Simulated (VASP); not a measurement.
# NaCl in VASP: notebook

Aim: see how the results for NaCl move with the level of theory and the settings. Levels: PBE, BLYP. Tasks: single point, relaxation of the atoms.

All numbers are computed with VASP 6.6.1; they aren't measurements. Logs are shortened: lines on timing, memory, paths and dates and some standing lists are left out, and cuts for length are marked.

## (1) The cell of the first run

The typed cell holds 2 atoms: a = 3.951 Å, b = 3.951 Å, c = 3.951 Å, α = 60.00°, β = 60.00°, γ = 60.00°.

## (2) Single point, PBE

Contents of INCAR:

```
PREC = Accurate ; ENCUT = 500
EDIFF = 1E-6 ; ISMEAR = 0
SIGMA = 0.1 ; LREAL = F
LASPH = T ; NELM = 120
ALGO = Normal ; ISIF = 2
LWAVE = F ; LCHARG = F
GGA = PE ; NBANDS = 14
GGA_COMPAT = F
```

Contents of KPOINTS:

```
Automatic mesh
0
Gamma
  4 4 4
```

Contents of POSCAR:

```
NaCl
1.0
    0.0000000000      2.7940632177      2.7940632177
    2.7940632177      0.0000000000      2.7940632177
    2.7940632177      2.7940632177      0.0000000000
Na Cl
1 1
Direct
   -0.0104380572     -0.0059534660      0.0090659471
    0.4830630335      0.4927151950      0.5347060114
```

Potentials or basis: VASP PAW PBE potentials, release 64 (Na_pv, Cl).

Run with:

```sh
$ cat potpaw_PBE.64/Na_pv/POTCAR potpaw_PBE.64/Cl/POTCAR > POTCAR
$ mpirun -np 1 vasp_std > vasp.out
```

OUTCAR:

```text
PREC = Accurate
   ENCUT = 500
   EDIFF = 1E-6
   ISMEAR = 0
   LREAL = F
   LASPH = T
   NELM = 120
   ISIF = 2
   GGA = PE

 ion  position               nearest neighbor table
   1  0.990  0.994  0.009-   2 2.73
   2  0.483  0.493  0.535-   1 2.73

  LATTYP: Found a face centered cubic cell.
 ALAT       =     5.5881264354

  Lattice vectors:

 A1 = (   0.0000000000,   2.7940632177,   2.7940632177)
 A2 = (   2.7940632177,   0.0000000000,   2.7940632177)
 A3 = (   2.7940632177,   2.7940632177,   0.0000000000)

Analysis of symmetry for initial positions (statically):
=====================================================================
 Subroutine PRICEL returns:
 Original cell was already a primitive cell.

 Routine SETGRP: Setting up the symmetry group for a
 face centered cubic supercell.

 Subroutine GETGRP returns: Found  1 space group operations
 (whereof  1 operations were pure point group operations)
 out of a pool of 48 trial point group operations.

The static configuration has the point symmetry C_1 .

Analysis of symmetry for dynamics (positions and initial velocities):
=====================================================================
 Subroutine PRICEL returns:
 Original cell was already a primitive cell.

 Routine SETGRP: Setting up the symmetry group for a
 face centered cubic supercell.

 Subroutine GETGRP returns: Found  1 space group operations
 (whereof  1 operations were pure point group operations)
 out of a pool of 48 trial point group operations.

The dynamic configuration has the point symmetry C_1 .

 Subroutine INISYM returns: Found  1 space group operations
 (whereof  1 operations are pure point group operations),
 and found     1 'primitive' translations

----------------------------------------------------------------------------------------

                                     Primitive cell

  volume of cell :      43.6253

  direct lattice vectors                    reciprocal lattice vectors
     0.000000000  2.794063218  2.794063218    -0.178950854  0.178950854  0.178950854
     2.794063218  0.000000000  2.794063218     0.178950854 -0.178950854  0.178950854
     2.794063218  2.794063218  0.000000000     0.178950854  0.178950854 -0.178950854

  length of vectors
     3.951402097  3.951402097  3.951402097     0.309951972  0.309951972  0.309951972

  position of ions in fractional coordinates (direct lattice)
     0.989561943  0.994046534  0.009065947
     0.483063034  0.492715195  0.534706011

  ion indices of the primitive-cell ions
   primitive index   ion index
                 1           1
                 2           2

----------------------------------------------------------------------------------------

 KPOINTS: Automatic mesh

Automatic generation of k-mesh.
 Grid dimensions read from file:
 generate k-points for:    4    4    4

 Generating k-lattice:

  Cartesian coordinates                     Fractional coordinates (reciprocal lattice)
    -0.044737714  0.044737714  0.044737714     0.250000000  0.000000000  0.000000000
     0.044737714 -0.044737714  0.044737714     0.000000000  0.250000000  0.000000000
     0.044737714  0.044737714 -0.044737714     0.000000000  0.000000000  0.250000000

  Length of vectors
     0.077487993  0.077487993  0.077487993

  Shift w.r.t. Gamma in fractional coordinates (k-lattice)
     0.000000000  0.000000000  0.000000000

 Subroutine IBZKPT returns following result:
 ===========================================

 Found     36 irreducible k-points:

 Following reciprocal coordinates:
            Coordinates               Weight
  0.000000  0.000000  0.000000      1.000000
  0.250000  0.000000  0.000000      2.000000
  0.000000  0.250000  0.000000      2.000000
  0.000000  0.000000  0.250000      2.000000
  0.250000  0.250000  0.250000      2.000000
  0.500000  0.000000  0.000000      1.000000
[... 16 lines left out ...]
  0.250000  0.500000  0.500000      2.000000
  0.500000  0.000000  0.250000      2.000000
 [... further k-points ...]
   k-points           NKPTS =     36   k-points in BZ     NKDIM =     36   number of bands    NBANDS=     14
   number of dos      NEDOS =    301   number of ions     NIONS =      2
   total plane-waves  NPLWV =  27000
   dimension x,y,z NGX =    30 NGY =   30 NGZ =   30
   dimension x,y,z NGXF=    60 NGYF=   60 NGZF=   60
   ions per type =               1   1
   NGX,Y,Z   is equivalent  to a cutoff of  12.62, 12.62, 12.62 a.u.
   NGXF,Y,Z  is equivalent  to a cutoff of  25.24, 25.24, 25.24 a.u.
 SYSTEM =  unknown system
   PREC   = accura    normal or accurate (medium, high low for compatibility)
   ISTART =      0    job   : 0-new  1-cont  2-samecut
   ICHARG =      2    charge: 1-file 2-atom 10-const
   ISPIN  =      1    spin polarized calculation?
   LNONCOLLINEAR =      F non collinear calculations
   LSORBIT =      F    spin-orbit coupling
   LASPH  =      T    aspherical Exc in radial PAW
   ENCUT  =  500.0 eV  36.75 Ry    6.06 a.u.   7.20  7.20  7.20*2*pi/ulx,y,z
   NELM   =    120;   NELMIN=  2; NELMDL= -5     # of ELM steps
   EDIFF  = 0.1E-05   stopping-criterion for ELM
   LREAL  =      F    real-space projection
   EDIFFG = 0.1E-04   stopping-criterion for IOM
   NSW    =      0    number of steps for IOM
   IBRION =     -1    ionic relax: 0-MD 1-quasi-New 2-CG
   NFREE  =      0    steps in history (QN), initial steepest desc. (CG)
   ISIF   =      2    stress and relaxation
   ISYM   =      2    0-nonsym 1-usesym 2-fastsym
   POTIM  = 0.5000    time-step for ionic-motion
   TEBEG  =    0.0;   TEEND  =   0.0 temperature during run
   PSTRESS=    0.0 pullay stress
   NELECT =      14.0000    total number of electrons
   NUPDOWN=      -1.0000    fix difference up-down
   EMIN   =  10.00;   EMAX   =-10.00  energy-range for DOS
   EFERMI =   0.00;   METHOD = LEGACY
   ISMEAR =     0;   SIGMA  =   0.10  broadening in eV -4-tet -1-fermi 0-gaus
   EFERMI_NEDOS =   21; number of points for ismear=-14 and -15
   IALGO  =     38    algorithm
   IMIX   =      4    mixing-type and parameters
     AMIX     =   0.40;   BMIX     =  1.00
     AMIX_MAG =   1.60;   BMIX_MAG =  1.00
  volume/ion in A,a.u.               =      21.81       147.20
  Fermi-wavevector in a.u.,A,eV,Ry     =   1.120825  2.118053 17.092312  1.256249
  Thomas-Fermi vector in A             =   2.257475
   LORBIT       =      0    0 simple, 1 ext, 2 COOP (PROOUT), +10 PAW based schemes
   GGA     = PE    functional components
   LHFCALC =     F    Hartree Fock is set to
   AEXX    =    0.0000 exact exchange contribution
   IVDW    =     0    specifies the selected vdW correction
   LEPSILON=     F    determine dielectric tensor
   LRPA    =     F    only Hartree local field effects (RPA)
 non-spin polarized calculation
 Gauss-broadening in eV      SIGMA  =   0.10
  energy-cutoff  :      500.00
  volume of cell :       43.63
 maximum number of plane-waves:      1124
 NGX is ok and might be reduce to    30
   NGX = 15   NGY = 15   NGZ = 15

 number of electron      13.9999992 magnetization

 Free energy of the ion-electron system (eV)
  ---------------------------------------------------
  ext. energy  EPLUGINS =         0.00000000
  ---------------------------------------------------
  free energy    TOTEN  =        -6.75741626 eV

  energy without entropy =       -6.75741626  energy(sigma->0) =       -6.75741626

 E-fermi :  -0.0423     XC(G=0):  -8.2831

 val. band max:       -0.5659571650   @ k =   0.0000   0.0000   0.0000
 cond. band min:       4.6485877050   @ k =   0.0000   0.0000   0.0000
 fundamental gap:      5.2145448701
 Fermi energy:        -0.0423079442

 k-point     1 :       0.0000    0.0000    0.0000
  band No.  band energies     occupation
      1     -21.3338      2.00000
      2     -21.3332      2.00000
      3     -21.3331      2.00000
      4     -13.2895      2.00000
      5      -0.5699      2.00000
      6      -0.5677      2.00000
      7      -0.5660      2.00000
      8       4.6486      0.00000
      9      10.5792      0.00000
     10      10.5829      0.00000
     11      10.5912      0.00000
     12      12.7844      0.00000
     13      12.7912      0.00000
     14      14.4224      0.00000

 k-point     2 :       0.2500    0.0000    0.0000
  band No.  band energies     occupation
      1     -21.3502      2.00000
      2     -21.3349      2.00000
      3     -21.3344      2.00000
      4     -13.1121      2.00000
      5      -1.7111      2.00000
      6      -0.7119      2.00000
      7      -0.7091      2.00000
      8       6.1324      0.00000
      9       9.5108      0.00000
     10      10.8869      0.00000
     11      10.8956      0.00000
     12      12.7543      0.00000
     13      12.7660      0.00000
     14      15.2571      0.00000

 k-point     3 :       0.0000    0.2500    0.0000
  band No.  band energies     occupation
      1     -21.3501      2.00000
      2     -21.3349      2.00000
      3     -21.3344      2.00000
      4     -13.1121      2.00000
      5      -1.7112      2.00000
      6      -0.7115      2.00000
      7      -0.7093      2.00000
      8       6.1322      0.00000
      9       9.5104      0.00000
     10      10.8869      0.00000
     11      10.8960      0.00000
     12      12.7540      0.00000
     13      12.7668      0.00000
     14      15.2561      0.00000
[... 324 lines left out ...]
 k-point    23 :       0.2500    0.5000    0.5000
  band No.  band energies     occupation
      1     -21.3579      2.00000
      2     -21.3428      2.00000
      3     -21.3392      2.00000
      4     -12.8998      2.00000
      5      -2.2044      2.00000
      6      -1.3689      2.00000
      7      -1.0237      2.00000
      8       7.6721      0.00000
      9       8.7997      0.00000
     10       9.6962      0.00000
     11      11.7703      0.00000
     12      13.6649      0.00000
     13      15.7967      0.00000
     14      16.6808      0.00000

 k-point    24 :       0.5000    0.0000    0.2500
  band No.  band energies     occupation
      1     -21.3577      2.00000
      2     -21.3432      2.00000
      3     -21.3390      2.00000
      4     -12.8997      2.00000
      5      -2.2053      2.00000
      6      -1.3663      2.00000
      7      -1.0251      2.00000
      8       7.6754      0.00000
      9       8.7968      0.00000
     10       9.6925      0.00000
     11      11.7666      0.00000
     12      13.6790      0.00000
     13      15.7970      0.00000
     14      16.6825      0.00000

 [... further k-points ...]

------------------------ aborting loop because EDIFF is reached ----------------------------------------

  FORCE on cell =-STRESS in cart. coord.  units (eV):
  Direction    XX          YY          ZZ          XY          YZ          ZX
  --------------------------------------------------------------------------------------
  -------------------------------------------------------------------------------------
  Total        0.4658275      0.4439554      0.4143832     -0.0104038      0.0032830      0.0042829
  in kB       17.1079144     16.3046419     15.2185782     -0.3820896      0.1205713      0.1572924
  external PRESSURE =      16.2103782 kB  Pullay stress =       0.0000000 kB

 VOLUME and BASIS-vectors are now :
 -----------------------------------------------------------------------------
  energy-cutoff  :      500.00
  volume of cell :       43.63
      direct lattice vectors                 reciprocal lattice vectors
     0.000000000  2.794063218  2.794063218    -0.178950854  0.178950854  0.178950854
     2.794063218  0.000000000  2.794063218     0.178950854 -0.178950854  0.178950854
     2.794063218  2.794063218  0.000000000     0.178950854  0.178950854 -0.178950854

 POSITION                                       TOTAL-FORCE (eV/Angst)
 -----------------------------------------------------------------------------------
      2.80276      2.79023      5.54233         0.108917      0.084499     -0.034037
      2.87068      2.84371      2.72639        -0.108917     -0.084499      0.034037
 -----------------------------------------------------------------------------------
    total drift:                                0.000519     -0.000009     -0.000027

  FREE ENERGIE OF THE ION-ELECTRON SYSTEM (eV)
  ---------------------------------------------------
  free  energy   TOTEN  =        -6.7574162617 eV

  energy  without entropy=       -6.7574162617  energy(sigma->0) =       -6.75741626
```

Run time: 17 s. Hardware: 1 thread of Intel Xeon 8259CL, shared host; peak memory 0.17 GiB.

Results:

```
Free energy            : -6.7574 eV
Pressure               : 1.6 GPa
Largest force          : 0.142 eV/Å
Band gap on the k mesh : 5.21 eV
```

Forces on the atoms (eV/Å):
```
Na   0.109  0.084 -0.034
Cl  -0.109 -0.084  0.034
```

Caveat: the k points lie up to 0.49 Å⁻¹ apart.

## (3) Single point, BLYP, non-collinear spin, zero start, spin-orbit coupling

Contents of INCAR:

```
  AGGAC = 1.0
  AGGAX = 1.0
  ALDAC = 0.0
  ALDAX = 1.0
  ALGO = Normal
  EDIFF = 1E-6
  ENCUT = 500
  GGA = B5
  GGA_COMPAT = False
  ISIF = 2
  ISMEAR = 0
  ISYM = -1
  LASPH = True
  LCHARG = False
  LORBIT = 11
  LORBMOM = True
  LREAL = False
  LSORBIT = True
  LWAVE = False
  MAGMOM = 0 0 0 0 0 0
  NBANDS = 26
  NELM = 200
  PREC = Accurate
  SIGMA = 0.1
```

Contents of KPOINTS:

```
k-points
0
Gamma
  3 2 2
```

Contents of POSCAR:

```
NaCl
1.0
    0.0000000000      2.7940632177      2.7940632177
    2.7940632177      0.0000000000      2.7940632177
    2.7940632177      2.7940632177      0.0000000000
Na Cl
1 1
Direct
    0.0000000000      0.0000000000      0.0000000000
    0.5000000000      0.5000000000      0.5000000000
```

Potentials or basis: VASP PAW PBE potentials, release 64 (Na_pv, Cl).

Run with:

```sh
$ cat potpaw_PBE.64/Na_pv/POTCAR potpaw_PBE.64/Cl/POTCAR > POTCAR
$ mpirun -np 1 vasp_ncl > vasp.out
```

Run time: 35 s. Hardware: 1 thread of Intel Xeon 8259CL, shared host; peak memory 0.26 GiB.

The run converged. Its results:

| Item | Value |
| --- | --- |
| Free energy | -6.2301 eV |
| Pressure | 3.4 GPa |
| Net moment | 0.00 μB per cell |
| Valence electrons inside the program's atomic spheres | Na 6.02; Cl 5.21 |

Stress tensor (GPa, compression positive):
```
 3.35  0.75  0.75
 0.75  3.40 -0.70
 0.75 -0.70  3.40
```

Moments on the atoms (μB; x, y, z):
```
Na  0.00 0.00 0.00
Cl  0.00 0.00 0.00
```

Caveat: the k points lie up to 0.97 Å⁻¹ apart, too coarse for converged energies, forces and pressures; the PAW data sets were made with another functional, which shifts forces and pressure a little.

## (4) Relaxation of the atoms, PBE

Contents of INCAR:

```
PREC = Accurate
ENCUT = 450
EDIFF = 1E-7
ISMEAR = 0
SIGMA = 0.1
LREAL = False
LASPH = True
NELM = 120
ALGO = Normal
ISIF = 2
LWAVE = False
LCHARG = False
GGA = PE
IBRION = 2
NSW = 25
EDIFFG = -0.008
GGA_COMPAT = False
NELMIN = 4
```

Contents of KPOINTS:

```
regular mesh
0
Gamma
  4 4 4
```

POSCAR is that of step 3.

Run with:

```sh
$ cat potpaw_PBE.64/Na_pv/POTCAR potpaw_PBE.64/Cl/POTCAR > POTCAR
$ mpirun -np 1 vasp_std > vasp.out
```

Wall time 4.2 s (1 thread of Intel Xeon 8259CL, shared host); peak memory 0.14 GiB.

Results (log left out):

```yaml
Free_energy: -6.7635 eV
Pressure_after_relaxing: 1.4 GPa
Band_gap_on_the_k_mesh: 5.21 eV
```

Final structure:
```
Na Cl
1.0
     0.00000    2.79406    2.79406
     2.79406    0.00000    2.79406
     2.79406    2.79406    0.00000
Na Cl
1 1
Direct
  0.00000 0.00000 0.00000
  0.50000 0.50000 0.50000
```

Levels at points of the mesh, in eV from the valence-band top:
| k point | band 5 | band 6 | band 7 | band 8 | band 9 | band 10 |
| --- | --- | --- | --- | --- | --- | --- |
| (0.00, 0.00, 0.00) | 0.00 | 0.00 | 0.00 | 5.21 | 11.15 | 11.15 |
| (0.50, 0.00, 0.00) | -2.01 | -0.28 | -0.28 | 7.32 | 10.85 | 11.04 |
| (0.50, 0.50, 0.00) | -1.73 | -0.62 | -0.62 | 7.61 | 8.05 | 11.52 |

Caveat: the k points lie up to 0.49 Å⁻¹ apart; the relaxation stopped at its first step, so nothing moved.

## (5) The runs side by side

```csv
task,level,spin,cell,k mesh,cutoff (eV),gap on the mesh (eV),pressure (GPa)
single point,PBE,off,"as given, atomic positions A",4 × 4 × 4,500,5.21,1.6
single point,BLYP,"non-collinear, zero start, SOC","as given, atomic positions B",3 × 2 × 2,500,-,3.4
relaxation of the atoms,PBE,off,"atoms relaxed, atomic positions B",4 × 4 × 4,450,5.21,1.4
```

Alike in all rows: potentials or basis VASP PAW PBE potentials, release 64 (Na_pv, Cl); smearing gaussian 0.1 eV.

Caveats: all runs use coarse meshes; the PAW data sets were made with another functional, which shifts forces and pressure a little (at least some runs); the relaxation stopped at its first step, so nothing moved (at least some runs).

Absolute energies hang on the potentials; compare differences alone.
